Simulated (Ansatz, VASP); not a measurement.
## K in VASP and in Ansatz

```
K
1.0
    -2.55741    2.55741    2.55741
     2.55741   -2.55741    2.55741
     2.55741    2.55741   -2.55741
K
1
Cartesian
  0.0000 0.0000 0.0000
```

Alike in both runs: task single point; functional LDA; k mesh 15 × 15 × 15; occupations fermi-dirac, width 0.1 eV; no spin polarisation.

|  | VASP | Ansatz |
| --- | --- | --- |
| version | VASP 6.6.1 | Ansatz 0.2.0 |
| potentials or method | VASP PAW LDA potentials, release 64 (K_sv), cutoff 520 eV | plane waves (420 eV) with PAW, scalar-relativistic |
| valence electrons in the cell | 9 | 9 |

```csv
,VASP,Ansatz,Ansatz less VASP
pressure (GPa),-0.2,-0.2,+0.02
```

Ansatz warns that its potentials were made for another functional, while VASP's fit it. LDA's correlation is that of Perdew and Zunger in VASP and of Perdew and Wang (1992) in Ansatz.
